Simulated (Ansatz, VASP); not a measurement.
**One calculation of AgBr, two programs**

INCAR

```
ALGO = Normal
EDIFF = 1E-6
ENCUT = 500
GGA = PE
GGA_COMPAT = False
ISIF = 2
ISMEAR = -1
LASPH = True
LCHARG = True
LELF = True
LREAL = False
LVHAR = True
LWAVE = False
NBANDS = 16
NELM = 120
PREC = Accurate
SIGMA = 0.08
```

File KPOINTS:

```
k-points
0
Gamma
  14 14 14
```

POSCAR

```
AgBr
1.0
    0.0000000000      2.3484624522      2.3484624522
    2.3484624522      0.0000000000      2.3484624522
    2.3484624522      2.3484624522      0.0000000000
Ag Br
1 1
Direct
    0.0000000000      0.0000000000      0.0000000000
    0.5000000000      0.5000000000      0.5000000000
```

Input for Ansatz:

```yaml
crystal:
  lattice:
    - [0.0, 2.3484624522, 2.3484624522]
    - [2.3484624522, 0.0, 2.3484624522]
    - [2.3484624522, 2.3484624522, 0.0]
  atoms:
    - { symbol: Ag, position: [0.0, 0.0, 0.0] }
    - { symbol: Br, position: [0.5, 0.5, 0.5] }
kpoints:
  mp_grid: { grid: [14, 14, 14] }
scf:
  occupations: { method: fermi_dirac, width: 0.08 }
hamiltonian:
  xc: pbe
  pseudopotentials: { kind: all_electron, lapw: { basis_error: 0.001 } }
output:
  forces: true
  stress: true
  eigenvalues: true
  populations: true
```

Change from the starting cell: volume scaled by 0.52, LAPW.

Alike in both runs: task single point; functional PBE; k mesh 14 × 14 × 14; occupations fermi-dirac, width 0.08 eV; no spin polarisation.

```csv
,VASP,Ansatz
version,VASP 6.6.1,Ansatz 0.2.0
potentials or method,"VASP PAW PBE potentials, release 64 (Ag, Br), cutoff 500 eV","all-electron LAPW, scalar-relativistic"
```

VASP gave:

```
pressure (GPa) : 142.6
```

Estimate Ansatz's values.

pressure (GPa): 142.1.

Both programs put the cell under a high pressure, so it lies far from rest at this level. Ansatz ran all-electron here, and VASP with PAW potentials.

Noted on VASP's run: the cell as given lies far from equilibrium.
